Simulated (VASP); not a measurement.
# Y (P6_3/mmc) in VASP: relaxation of volume and atoms at fixed shape with PBEsol

Aim: the relaxation of volume and atoms at fixed shape of Y with PBEsol.

Program: VASP 6.6.1. These are calculated values, not measurements. Logs are shortened: lines on timing, memory, paths and dates and some standing lists are left out, and cuts for length are marked.

**1. The cell of the first run**

It takes space group P6_3/mmc (No. 194, hexagonal). The conventional cell has a = 3.647 Å, b = 3.647 Å, c = 5.731 Å, α = 90.00°, β = 90.00°, γ = 120.00°. Within 4.7 Å of Y (site symmetry -6m2) lie 12 Y at 3.56 to 3.65 Å.

**2. Relaxation of volume and atoms at fixed shape, PBEsol**

File INCAR:

```
PREC = Accurate
ENCUT = 600
EDIFF = 1E-7
ISMEAR = -1
SIGMA = 0.1
LREAL = F
LASPH = T
NELM = 60
ALGO = Normal
ISIF = 8
LWAVE = F
LCHARG = F
GGA = PS
IBRION = 2
NSW = 60
EDIFFG = -0.03
```

File KPOINTS:

```
regular mesh
0
Gamma
  14 14 8
```

File POSCAR:

```
Y
1.0
    3.6474000000      0.0000000000      0.0000000000
   -1.8237000000      3.1587410600      0.0000000000
    0.0000000000      0.0000000000      5.7306000000
Y
2
Direct
    0.3333333333      0.6666666667      0.2500000000
    0.6666666667      0.3333333333      0.7500000000
```

Potentials or basis: VASP PAW PBE potentials, release 64 (Y_sv).

Started as:

```
> cat potpaw_PBE.64/Y_sv/POTCAR > POTCAR
> mpirun -np 1 vasp_std > vasp.out
```

OUTCAR:

```text
PREC = Accurate
   ENCUT = 600
   EDIFF = 1E-7
   ISMEAR = -1
   LREAL = F
   LASPH = T
   NELM = 60
   ISIF = 8
   GGA = PS
   IBRION = 2
   NSW = 60
   EDIFFG = -0.03

 ion  position               nearest neighbor table
   1  0.333  0.667  0.250-   2 3.56   2 3.56   2 3.56   2 3.56   2 3.56   2 3.56
   2  0.667  0.333  0.750-   1 3.56   1 3.56   1 3.56   1 3.56   1 3.56   1 3.56

  LATTYP: Found a hexagonal cell.
 ALAT       =     3.6474000000
 C/A-ratio  =     1.5711465702

  Lattice vectors:

 A1 = (   3.6474000000,   0.0000000000,   0.0000000000)
 A2 = (  -1.8237000000,   3.1587410600,   0.0000000000)
 A3 = (   0.0000000000,   0.0000000000,   5.7306000000)

Analysis of symmetry for initial positions (statically):
=====================================================================
 Subroutine PRICEL returns:
 Original cell was already a primitive cell.

 Routine SETGRP: Setting up the symmetry group for a
 hexagonal supercell.

 Subroutine GETGRP returns: Found 24 space group operations
 (whereof 12 operations were pure point group operations)
 out of a pool of 24 trial point group operations.

The static configuration has the point symmetry D_3d.
 The point group associated with its full space group is D_6h.

Analysis of symmetry for dynamics (positions and initial velocities):
=====================================================================
 Subroutine PRICEL returns:
 Original cell was already a primitive cell.

 Routine SETGRP: Setting up the symmetry group for a
 hexagonal supercell.

 Subroutine GETGRP returns: Found 24 space group operations
 (whereof 12 operations were pure point group operations)
 out of a pool of 24 trial point group operations.

The dynamic configuration has the point symmetry D_3d.
 The point group associated with its full space group is D_6h.

 Subroutine INISYM returns: Found 24 space group operations
 (whereof 12 operations are pure point group operations),
 and found     1 'primitive' translations

----------------------------------------------------------------------------------------

                                     Primitive cell

  volume of cell :      66.0233

  direct lattice vectors                    reciprocal lattice vectors
     3.647400000  0.000000000  0.000000000     0.274167900  0.158290911  0.000000000
    -1.823700000  3.158741060  0.000000000     0.000000000  0.316581822  0.000000000
     0.000000000  0.000000000  5.730600000     0.000000000  0.000000000  0.174501797

  length of vectors
     3.647400000  3.647400002  5.730600000     0.316581822  0.316581822  0.174501797

  position of ions in fractional coordinates (direct lattice)
     0.333333333  0.666666667  0.250000000
     0.666666667  0.333333333  0.750000000

  ion indices of the primitive-cell ions
   primitive index   ion index
                 1           1
                 2           2

----------------------------------------------------------------------------------------

 KPOINTS: regular mesh

Automatic generation of k-mesh.
 Grid dimensions read from file:
 generate k-points for:   14   14    8

 Generating k-lattice:

  Cartesian coordinates                     Fractional coordinates (reciprocal lattice)
     0.019583421  0.011306494  0.000000000     0.071428571  0.000000000  0.000000000
     0.000000000  0.022612987  0.000000000     0.000000000  0.071428571  0.000000000
     0.000000000  0.000000000  0.021812725     0.000000000  0.000000000  0.125000000

  Length of vectors
     0.022612987  0.022612987  0.021812725

  Shift w.r.t. Gamma in fractional coordinates (k-lattice)
     0.000000000  0.000000000  0.000000000

 Subroutine IBZKPT returns following result:
 ===========================================

 Found    120 irreducible k-points:

 Following reciprocal coordinates:
            Coordinates               Weight
  0.000000  0.000000  0.000000      1.000000
  0.071429 -0.000000  0.000000      6.000000
  0.142857 -0.000000  0.000000      6.000000
  0.214286  0.000000  0.000000      6.000000
  0.285714 -0.000000  0.000000      6.000000
  0.357143 -0.000000  0.000000      6.000000
[... 16 lines left out ...]
  0.285714  0.285714  0.000000      6.000000
  0.357143  0.285714  0.000000      6.000000
 [... further k-points ...]
   k-points           NKPTS =    120   k-points in BZ     NKDIM =    120   number of bands    NBANDS=     15
   number of dos      NEDOS =    301   number of ions     NIONS =      2
   total plane-waves  NPLWV =  43200
   dimension x,y,z NGX =    30 NGY =   30 NGZ =   48
   dimension x,y,z NGXF=    60 NGYF=   60 NGZF=   96
   ions per type =               2
   NGX,Y,Z   is equivalent  to a cutoff of  13.67, 13.67, 13.92 a.u.
   NGXF,Y,Z  is equivalent  to a cutoff of  27.35, 27.35, 27.85 a.u.
 SYSTEM =  unknown system
   PREC   = accura    normal or accurate (medium, high low for compatibility)
   ISTART =      0    job   : 0-new  1-cont  2-samecut
   ICHARG =      2    charge: 1-file 2-atom 10-const
   ISPIN  =      1    spin polarized calculation?
   LNONCOLLINEAR =      F non collinear calculations
   LSORBIT =      F    spin-orbit coupling
   LASPH  =      T    aspherical Exc in radial PAW
   ENCUT  =  600.0 eV  44.10 Ry    6.64 a.u.   7.28  7.28 11.45*2*pi/ulx,y,z
   NELM   =     60;   NELMIN=  2; NELMDL= -5     # of ELM steps
   EDIFF  = 0.1E-06   stopping-criterion for ELM
   LREAL  =      F    real-space projection
   EDIFFG = -.3E-01   stopping-criterion for IOM
   NSW    =     60    number of steps for IOM
   IBRION =      2    ionic relax: 0-MD 1-quasi-New 2-CG
   NFREE  =      1    steps in history (QN), initial steepest desc. (CG)
   ISIF   =      8    stress and relaxation
   ISYM   =      2    0-nonsym 1-usesym 2-fastsym
   POTIM  = 0.5000    time-step for ionic-motion
   TEBEG  =    0.0;   TEEND  =   0.0 temperature during run
   PSTRESS=    0.0 pullay stress
   NELECT =      22.0000    total number of electrons
   NUPDOWN=      -1.0000    fix difference up-down
   EMIN   =  10.00;   EMAX   =-10.00  energy-range for DOS
   EFERMI =   0.00;   METHOD = LEGACY
   ISMEAR =    -1;   SIGMA  =   0.10  broadening in eV -4-tet -1-fermi 0-gaus
   EFERMI_NEDOS =   21; number of points for ismear=-14 and -15
   IALGO  =     38    algorithm
   IMIX   =      4    mixing-type and parameters
     AMIX     =   0.40;   BMIX     =  1.00
     AMIX_MAG =   1.60;   BMIX_MAG =  1.00
  volume/ion in A,a.u.               =      33.01       222.77
  Fermi-wavevector in a.u.,A,eV,Ry     =   1.134967  2.144777 17.526345  1.288150
  Thomas-Fermi vector in A             =   2.271671
   LORBIT       =      0    0 simple, 1 ext, 2 COOP (PROOUT), +10 PAW based schemes
   GGA     = PS    functional components
   LHFCALC =     F    Hartree Fock is set to
   AEXX    =    0.0000 exact exchange contribution
   IVDW    =     0    specifies the selected vdW correction
   LEPSILON=     F    determine dielectric tensor
   LRPA    =     F    only Hartree local field effects (RPA)
 conjugate gradient relaxation of ions
 non-spin polarized calculation
  energy-cutoff  :      600.00
  volume of cell :       66.02
 maximum number of plane-waves:      2237
 NGX is ok and might be reduce to    30
   NGX = 15   NGY = 15   NGZ = 23

--------------------------------------- Ionic step        1  -------------------------------------------

 number of electron      22.0000002 magnetization

 Free energy of the ion-electron system (eV)
  ---------------------------------------------------
  ext. energy  EPLUGINS =         0.00000000
  ---------------------------------------------------
  free energy    TOTEN  =       -13.67684810 eV

  energy without entropy =      -13.55440068  energy(sigma->0) =      -13.61562439

------------------------ aborting loop because EDIFF is reached ----------------------------------------

  FORCE on cell =-STRESS in cart. coord.  units (eV):
  Direction    XX          YY          ZZ          XY          YZ          ZX
  --------------------------------------------------------------------------------------
  -------------------------------------------------------------------------------------
  Total       -0.8077940     -0.8077940     -0.9707657      0.0000000      0.0000000      0.0000000
  in kB      -19.6026002    -19.6026002    -23.5574073      0.0000000      0.0000000      0.0000000
  external PRESSURE =     -20.9208692 kB  Pullay stress =       0.0000000 kB
[... 57 lines left out ...]
  energy  without entropy=      -13.5828699243  energy(sigma->0) =      -13.64128057

--------------------------------------- Ionic step        3  -------------------------------------------

 number of electron      21.9999999 magnetization

 Free energy of the ion-electron system (eV)
  ---------------------------------------------------
  ext. energy  EPLUGINS =         0.00000000
  ---------------------------------------------------
  free energy    TOTEN  =       -13.70035655 eV

  energy without entropy =      -13.58276228  energy(sigma->0) =      -13.64155941

 E-fermi :   3.1245     XC(G=0):  -9.7271

 val. band max:        3.1173717637   @ k =   0.4286   0.0000   0.2500
 cond. band min:       3.1255110430   @ k =   0.1429   0.1429   0.3750
 fundamental gap:      0.0081392793
 Fermi energy:         3.1244730871

 k-point     1 :       0.0000    0.0000    0.0000
  band No.  band energies     occupation
      1     -39.3490      2.00000
      2     -39.2578      2.00000
      3     -19.7144      2.00000
      4     -19.1450      2.00000
      5     -19.1450      2.00000
      6     -19.0407      2.00000
      7     -19.0407      2.00000
      8     -19.0072      2.00000
      9      -1.6541      2.00000
     10       1.1770      2.00000
     11       4.1718      0.00006
     12       4.9116      0.00000
     13       4.9116      0.00000
     14       5.2164      0.00000
     15       5.5533      0.00000
[... 397 lines left out ...]
 k-point    24 :       0.3571    0.2857    0.0000
  band No.  band energies     occupation
      1     -39.2577      2.00000
      2     -39.2502      2.00000
      3     -19.5200      2.00000
      4     -19.4056      2.00000
      5     -19.4043      2.00000
      6     -19.3230      2.00000
      7     -19.2712      2.00000
      8     -19.2660      2.00000
      9       2.3162      1.99938
     10       2.3246      1.99933
     11       2.5948      1.99003
     12       2.6716      1.97863
     13       4.2019      0.00004
     14       4.2953      0.00002
     15       5.5132      0.00000

 [... further k-points ...]

------------------------ aborting loop because EDIFF is reached ----------------------------------------

  FORCE on cell =-STRESS in cart. coord.  units (eV):
  Direction    XX          YY          ZZ          XY          YZ          ZX
  --------------------------------------------------------------------------------------
  -------------------------------------------------------------------------------------
  Total        0.0510563      0.0510563     -0.0955171      0.0000000      0.0000000      0.0000000
  in kB        1.3080020      1.3080020     -2.4470367      0.0000000      0.0000000      0.0000000
  external PRESSURE =       0.0563224 kB  Pullay stress =       0.0000000 kB
[... 17 lines left out ...]
  FREE ENERGIE OF THE ION-ELECTRON SYSTEM (eV)
  ---------------------------------------------------
  free  energy   TOTEN  =       -13.7003565487 eV

  energy  without entropy=      -13.5827622788  energy(sigma->0) =      -13.64155941

 reached required accuracy - stopping structural energy minimisation
```

Run time: 4.9 min. Hardware: 1 thread of Intel Xeon Platinum 8488C (Sapphire Rapids), shared host; peak memory 0.32 GiB.

Results:

| Quantity | Value |
| --- | --- |
| Free energy | -13.7004 eV |
| Relaxed volume | 31.27 Å³/atom |
| Relaxed cell | a = 3.582 Å, b = 3.582 Å, c = 5.628 Å, α = 90.00°, β = 90.00°, γ = 120.00° |
| Space group after relaxing (to 0.1 Å) | P6_3/mmc (No. 194) |
| Energy gained by relaxing | 11.8 meV/atom |
| Ionic steps | 3 |
| Pressure after relaxing | 0.0 GPa |
| Band gap on the k mesh | zero (bands 11 and 12 overlap by 1.50 eV) |

The path:
| step | energy change (eV) | largest force (eV/Å) | pressure (GPa) | volume (Å³) |
| --- | --- | --- | --- | --- |
| 1 | 0.0000 | 0.0000 | -2.09 | 66.02 |
| 2 | -0.0228 | 0.0000 | 0.38 | 61.99 |
| 3 | -0.0235 | 0.0000 | 0.01 | 62.54 |

Final structure:
```
Y
1.0
     3.58208    0.00000    0.00000
    -1.79104    3.10217    0.00000
     0.00000    0.00000    5.62796
Y
2
Cartesian
  0.0000 2.0681 1.4070
  1.7910 1.0341 4.2210
```

Levels at points of the mesh, in eV from the Fermi level:
| k point | band 8 | band 9 | band 10 | band 11 | band 12 | band 13 | band 14 | band 15 |
| --- | --- | --- | --- | --- | --- | --- | --- | --- |
| (0.00, 0.00, 0.00) | -22.13 | -4.78 | -1.95 | 1.05 | 1.79 | 1.79 | 2.09 | 2.43 |
| (0.50, 0.00, 0.00) | -22.23 | -1.70 | -1.28 | -0.89 | -0.01 | 1.47 | 1.50 | 2.15 |
| (0.00, 0.00, 0.50) | -22.22 | -3.28 | -3.28 | 0.96 | 0.96 | 1.70 | 1.70 | 1.70 |
| (0.50, 0.00, 0.50) | -22.31 | -1.74 | -1.74 | 0.05 | 0.05 | 1.52 | 1.52 | 2.88 |

Caveat: the PAW data sets were made with another functional, which shifts forces and pressure a little.
